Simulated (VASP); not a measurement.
The system is Pt.

```
Pt
1.0
     0.00000    2.07010    2.07010
     2.07010    0.00000    2.07010
     2.07010    2.07010    0.00000
Pt
1
Direct
  0.00000 0.00000 0.00000
```

Base run:

| Item | Value |
| --- | --- |
| Program | VASP 6.6.1 |
| Functional | PBEsol |
| Potentials or basis | VASP PAW PBE potentials, release 64 (Pt) |
| Cutoff | 520 eV |
| k mesh | 22 × 22 × 22 |
| Occupations | gaussian, width 0.15 eV |
| Spin | collinear spin |
| Starting moments | [0.3] μB |
| Fixed moment | 0.3 μB |

Its results: pressure -30.2 GPa; site moments Pt +0.30 μB.

**Question.** The run is repeated on the same cell with these changes: fixed moment from 0.3 μB to 0.5 μB; moments at the start from [0.3] to [0.5]. What comes out?

**Answer.** Pressure -29.7 GPa; site moments Pt +0.50 μB.

Caveats: the cell stands under tension; the PAW data sets were made with another functional, which shifts forces and pressure a little; the total moment is fixed, so each spin has its own Fermi level and the state may be an excited one.
